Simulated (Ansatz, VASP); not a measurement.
**V: VASP beside Ansatz**

```
V
1.0
     2.68191    0.00000    0.00000
    -1.34096    2.32260    0.00000
     0.00000    0.00000    4.80769
V
2
Direct
  0.33333 0.66667 0.25000
  0.66667 0.33333 0.75000
```

Alike in both runs: task single point; functional PBE; k mesh 16 × 16 × 8; occupations fermi-dirac, width 0.1 eV; no spin polarisation.

|  | VASP | Ansatz |
| --- | --- | --- |
| version | VASP 6.6.1 | Ansatz 0.2.0 |
| potentials or method | VASP PAW PBE potentials, release 64 (V_sv), cutoff 520 eV | plane waves (420 eV) with PAW, scalar-relativistic |
| valence electrons in the cell | 26 | 26 |

VASP gave:

```
pressure (GPa)                                                : -11.2
traceless stress, the component that is largest in VASP (GPa) : 0.17
```

Q: Estimate Ansatz's values.

A: Pressure (GPa): -11.3; traceless stress, the component that is largest in VASP (GPa): 0.19.
